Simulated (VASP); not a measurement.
# Zr6Ga (Pm-3m) in VASP: relaxation of cell and atoms with PBE

Aim: the relaxation of cell and atoms of Zr6Ga with PBE.

Everything below comes from runs of VASP 6.6.1. Logs are shortened: lines on timing, memory, paths and dates and some standing lists are left out, and cuts for length are marked.

## (1) The cell of the first run

It takes space group Pm-3m (No. 221, cubic). The conventional cell has a = 6.956 Å, b = 6.956 Å, c = 6.956 Å, α = 90.00°, β = 90.00°, γ = 90.00°. Within 3.8 Å of Zr (site symmetry 4mm) lie 5 Zr at 2.86 to 2.91 Å.

## (2) Relaxation of cell and atoms, PBE

File INCAR:

```
PREC     = Accurate       # precision mode
ENCUT    = 600            # plane-wave cutoff, eV
EDIFF    = 1E-6           # SCF threshold, eV
ISMEAR   = 0              # smearing method
SIGMA    = 0.1            # smearing width, eV
LREAL    = False          # projectors in reciprocal space
LASPH    = True           # aspherical terms in the spheres
NELM     = 100            # most SCF steps
ALGO     = Normal         # electronic algorithm
ISIF     = 3              # what is computed and relaxed
LWAVE    = False          # write WAVECAR
LCHARG   = False          # write CHGCAR
GGA      = PE             # functional
IBRION   = 2              # ionic algorithm
NSW      = 100            # ionic steps
EDIFFG   = -0.01          # ionic threshold
```

File KPOINTS:

```
regular mesh
0
Gamma
  6 6 6
```

File POSCAR:

```
Zr6Ga
1.0
    6.9555359715      0.0000000000      0.0000000000
    0.0000000000      6.9555359715      0.0000000000
    0.0000000000      0.0000000000      6.9555359715
Zr Ga
6 1
Direct
    0.2090230761      0.5000000000      0.5000000000
    0.5000000000      0.5000000000      0.7909769239
    0.5000000000      0.5000000000      0.2090230761
    0.5000000000      0.2090230761      0.5000000000
    0.5000000000      0.7909769239      0.5000000000
    0.7909769239      0.5000000000      0.5000000000
    0.0000000000      0.0000000000      0.0000000000
```

Potentials or basis: VASP PAW PBE potentials, release 64 (Zr_sv, Ga_d).

Launch:

```sh
cat potpaw_PBE.64/Zr_sv/POTCAR potpaw_PBE.64/Ga_d/POTCAR > POTCAR
mpirun -np 1 vasp_std > vasp.out
```

OUTCAR:

```text
PREC = Accurate
   ENCUT = 600
   EDIFF = 1E-6
   ISMEAR = 0
   LREAL = False
   LASPH = True
   NELM = 100
   ISIF = 3
   GGA = PE
   IBRION = 2
   NSW = 100
   EDIFFG = -0.01

 ion  position               nearest neighbor table
   1  0.209  0.500  0.500-   2 2.86   3 2.86   4 2.86   5 2.86   6 2.91
   2  0.500  0.500  0.791-   1 2.86   4 2.86   5 2.86   6 2.86   3 2.91
   3  0.500  0.500  0.209-   1 2.86   4 2.86   5 2.86   6 2.86   2 2.91
   4  0.500  0.209  0.500-   1 2.86   2 2.86   3 2.86   6 2.86   5 2.91
   5  0.500  0.791  0.500-   1 2.86   2 2.86   3 2.86   6 2.86   4 2.91
   6  0.791  0.500  0.500-   2 2.86   3 2.86   4 2.86   5 2.86   1 2.91
   7  0.000  0.000  0.000-

  LATTYP: Found a simple cubic cell.
 ALAT       =     6.9555359715

  Lattice vectors:

 A1 = (   6.9555359715,   0.0000000000,   0.0000000000)
 A2 = (   0.0000000000,   6.9555359715,   0.0000000000)
 A3 = (   0.0000000000,   0.0000000000,   6.9555359715)

Analysis of symmetry for initial positions (statically):
=====================================================================
 Subroutine PRICEL returns:
 Original cell was already a primitive cell.

 Routine SETGRP: Setting up the symmetry group for a
 simple cubic supercell.

 Subroutine GETGRP returns: Found 48 space group operations
 (whereof 48 operations were pure point group operations)
 out of a pool of 48 trial point group operations.

The static configuration has the point symmetry O_h .

Analysis of symmetry for dynamics (positions and initial velocities):
=====================================================================
 Subroutine PRICEL returns:
 Original cell was already a primitive cell.

 Routine SETGRP: Setting up the symmetry group for a
 simple cubic supercell.

 Subroutine GETGRP returns: Found 48 space group operations
 (whereof 48 operations were pure point group operations)
 out of a pool of 48 trial point group operations.

The dynamic configuration has the point symmetry O_h .

 Subroutine INISYM returns: Found 48 space group operations
 (whereof 48 operations are pure point group operations),
 and found     1 'primitive' translations

----------------------------------------------------------------------------------------

                                     Primitive cell

  volume of cell :     336.5052

  direct lattice vectors                    reciprocal lattice vectors
     6.955535971  0.000000000  0.000000000     0.143770373  0.000000000  0.000000000
     0.000000000  6.955535971  0.000000000     0.000000000  0.143770373  0.000000000
     0.000000000  0.000000000  6.955535971     0.000000000  0.000000000  0.143770373

  length of vectors
     6.955535971  6.955535971  6.955535971     0.143770373  0.143770373  0.143770373

  position of ions in fractional coordinates (direct lattice)
     0.209023076  0.500000000  0.500000000
     0.500000000  0.500000000  0.790976924
     0.500000000  0.500000000  0.209023076
     0.500000000  0.209023076  0.500000000
     0.500000000  0.790976924  0.500000000
     0.790976924  0.500000000  0.500000000
     0.000000000  0.000000000  0.000000000

  ion indices of the primitive-cell ions
   primitive index   ion index
                 1           1
                 2           2
                 3           3
                 4           4
                 5           5
                 6           6
                 7           7

----------------------------------------------------------------------------------------

 KPOINTS: regular mesh

Automatic generation of k-mesh.
 Grid dimensions read from file:
 generate k-points for:    6    6    6

 Generating k-lattice:

  Cartesian coordinates                     Fractional coordinates (reciprocal lattice)
     0.023961729  0.000000000  0.000000000     0.166666667  0.000000000  0.000000000
     0.000000000  0.023961729  0.000000000     0.000000000  0.166666667  0.000000000
     0.000000000  0.000000000  0.023961729     0.000000000  0.000000000  0.166666667

  Length of vectors
     0.023961729  0.023961729  0.023961729

  Shift w.r.t. Gamma in fractional coordinates (k-lattice)
     0.000000000  0.000000000  0.000000000

 Subroutine IBZKPT returns following result:
 ===========================================

 Found     20 irreducible k-points:

 Following reciprocal coordinates:
            Coordinates               Weight
  0.000000  0.000000  0.000000      1.000000
  0.166667  0.000000  0.000000      6.000000
  0.333333  0.000000  0.000000      6.000000
  0.500000  0.000000  0.000000      3.000000
  0.166667  0.166667  0.000000     12.000000
  0.333333  0.166667  0.000000     24.000000
[... 12 lines left out ...]
  0.500000  0.500000  0.333333      6.000000
  0.500000  0.500000  0.500000      1.000000
   k-points           NKPTS =     20   k-points in BZ     NKDIM =     20   number of bands    NBANDS=     51
   number of dos      NEDOS =    301   number of ions     NIONS =      7
   total plane-waves  NPLWV = 175616
   dimension x,y,z NGX =    56 NGY =   56 NGZ =   56
   dimension x,y,z NGXF=   112 NGYF=  112 NGZF=  112
   ions per type =               6   1
   NGX,Y,Z   is equivalent  to a cutoff of  13.38, 13.38, 13.38 a.u.
   NGXF,Y,Z  is equivalent  to a cutoff of  26.77, 26.77, 26.77 a.u.
 SYSTEM =  unknown system
   PREC   = accura    normal or accurate (medium, high low for compatibility)
   ISTART =      0    job   : 0-new  1-cont  2-samecut
   ICHARG =      2    charge: 1-file 2-atom 10-const
   ISPIN  =      1    spin polarized calculation?
   LNONCOLLINEAR =      F non collinear calculations
   LSORBIT =      F    spin-orbit coupling
   LASPH  =      T    aspherical Exc in radial PAW
   ENCUT  =  600.0 eV  44.10 Ry    6.64 a.u.  13.89 13.89 13.89*2*pi/ulx,y,z
   NELM   =    100;   NELMIN=  2; NELMDL= -5     # of ELM steps
   EDIFF  = 0.1E-05   stopping-criterion for ELM
   LREAL  =      F    real-space projection
   EDIFFG = -.1E-01   stopping-criterion for IOM
   NSW    =    100    number of steps for IOM
   IBRION =      2    ionic relax: 0-MD 1-quasi-New 2-CG
   NFREE  =      1    steps in history (QN), initial steepest desc. (CG)
   ISIF   =      3    stress and relaxation
   ISYM   =      2    0-nonsym 1-usesym 2-fastsym
   POTIM  = 0.5000    time-step for ionic-motion
   TEBEG  =    0.0;   TEEND  =   0.0 temperature during run
   PSTRESS=    0.0 pullay stress
   NELECT =      85.0000    total number of electrons
   NUPDOWN=      -1.0000    fix difference up-down
   EMIN   =  10.00;   EMAX   =-10.00  energy-range for DOS
   EFERMI =   0.00;   METHOD = LEGACY
   ISMEAR =     0;   SIGMA  =   0.10  broadening in eV -4-tet -1-fermi 0-gaus
   EFERMI_NEDOS =   21; number of points for ismear=-14 and -15
   IALGO  =     38    algorithm
   IMIX   =      4    mixing-type and parameters
     AMIX     =   0.40;   BMIX     =  1.00
     AMIX_MAG =   1.60;   BMIX_MAG =  1.00
  volume/ion in A,a.u.               =      48.07       324.41
  Fermi-wavevector in a.u.,A,eV,Ry     =   1.034865  1.955612 14.571111  1.070946
  Thomas-Fermi vector in A             =   2.169181
   LORBIT       =      0    0 simple, 1 ext, 2 COOP (PROOUT), +10 PAW based schemes
   GGA     = PE    functional components
   LHFCALC =     F    Hartree Fock is set to
   AEXX    =    0.0000 exact exchange contribution
   IVDW    =     0    specifies the selected vdW correction
   LEPSILON=     F    determine dielectric tensor
   LRPA    =     F    only Hartree local field effects (RPA)
 conjugate gradient relaxation of ions
 non-spin polarized calculation
 Gauss-broadening in eV      SIGMA  =   0.10
  energy-cutoff  :      600.00
  volume of cell :      336.51
 maximum number of plane-waves:     11296
 NGX is ok and might be reduce to    56
   NGX = 27   NGY = 27   NGZ = 27

--------------------------------------- Ionic step        1  -------------------------------------------

 number of electron      84.9999988 magnetization

 Free energy of the ion-electron system (eV)
  ---------------------------------------------------
  ext. energy  EPLUGINS =         0.00000000
  ---------------------------------------------------
  free energy    TOTEN  =       -39.76569332 eV

  energy without entropy =      -39.69431343  energy(sigma->0) =      -39.73000338

------------------------ aborting loop because EDIFF is reached ----------------------------------------

  FORCE on cell =-STRESS in cart. coord.  units (eV):
  Direction    XX          YY          ZZ          XY          YZ          ZX
  --------------------------------------------------------------------------------------
  -------------------------------------------------------------------------------------
  Total        0.5408450      0.5408450      0.5408450     -0.0000000      0.0000000     -0.0000000
  in kB        2.5750853      2.5750853      2.5750853     -0.0000000      0.0000000     -0.0000000
  external PRESSURE =       2.5750853 kB  Pullay stress =       0.0000000 kB
[... 149 lines left out ...]
  energy  without entropy=      -39.7004978469  energy(sigma->0) =      -39.73642619

--------------------------------------- Ionic step        5  -------------------------------------------

 number of electron      85.0000007 magnetization

 Free energy of the ion-electron system (eV)
  ---------------------------------------------------
  ext. energy  EPLUGINS =         0.00000000
  ---------------------------------------------------
  free energy    TOTEN  =       -39.77369371 eV

  energy without entropy =      -39.70209974  energy(sigma->0) =      -39.73789673

 E-fermi :   2.0348     XC(G=0):  -7.2727

 val. band max:        2.0338188823   @ k =   0.3333   0.3333   0.3333
 cond. band min:       2.0402188216   @ k =   0.5000   0.1667   0.1667
 fundamental gap:      0.0063999393
 Fermi energy:         2.0348333068

 k-point     1 :       0.0000    0.0000    0.0000
  band No.  band energies     occupation
      1     -46.7975      2.00000
      2     -46.5758      2.00000
      3     -46.5758      2.00000
      4     -46.5758      2.00000
      5     -46.5574      2.00000
      6     -46.5574      2.00000
[... 1103 lines left out ...]
  FREE ENERGIE OF THE ION-ELECTRON SYSTEM (eV)
  ---------------------------------------------------
  free  energy   TOTEN  =       -39.7736937113 eV

  energy  without entropy=      -39.7020997421  energy(sigma->0) =      -39.73789673

 reached required accuracy - stopping structural energy minimisation
```

Wall time 20 min (1 thread of Intel Xeon Platinum 8488C (Sapphire Rapids), shared host); peak memory 0.68 GiB.

Results:

| Item | Value |
| --- | --- |
| Free energy | -39.7737 eV |
| Relaxed volume | 49.19 Å³/atom |
| Relaxed cell | a = 7.009 Å, b = 7.009 Å, c = 7.009 Å, α = 90.00°, β = 90.00°, γ = 90.00° |
| Space group after relaxing (to 0.05 Å) | Pm-3m (No. 221) |
| Energy gained by relaxing | 1.1 meV/atom |
| Ionic steps | 5 |
| Pressure after relaxing | 0.0 GPa |
| Largest force after relaxing | 0.007 eV/Å |

Forces in eV/Å, atoms in the order of the input:
```
Zr   0.007  0.000  0.000
Zr   0.000  0.000 -0.007
Zr   0.000  0.000  0.007
Zr   0.000  0.007  0.000
Zr   0.000 -0.007  0.000
Zr  -0.007  0.000  0.000
Ga   0.000  0.000  0.000
```

The path:
```tsv
step	energy change (eV)	largest force (eV/Å)	pressure (GPa)	volume (Å³)
1	0.0000	0.0252	0.26	336.51
2	-0.0036	0.1140	0.00	340.28
3	-0.0036	0.1238	-0.03	340.73
4	-0.0067	0.0656	0.00	342.53
5	-0.0080	0.0073	0.02	344.32
```

Final structure:
```
Zr Ga
1.0
     7.00899    0.00000    0.00000
     0.00000    7.00899    0.00000
     0.00000    0.00000    7.00899
Zr Ga
6 1
Direct
  0.21081 0.50000 0.50000
  0.50000 0.50000 0.78919
  0.50000 0.50000 0.21081
  0.50000 0.21081 0.50000
  0.50000 0.78919 0.50000
  0.78919 0.50000 0.50000
  0.00000 0.00000 0.00000
```

Levels at points of the mesh, in eV from the Fermi level:
```tsv
k point	band 41	band 42	band 43	band 44	band 45	band 46
(0.00, 0.00, 0.00)	-0.46	-0.05	-0.05	-0.05	0.49	0.49
(0.50, 0.00, 0.00)	-0.45	-0.33	0.20	0.20	0.44	0.44
(0.50, 0.50, 0.00)	-0.43	-0.20	-0.07	0.35	0.53	0.53
(0.50, 0.50, 0.50)	-0.09	-0.09	0.10	0.10	0.31	0.31
```
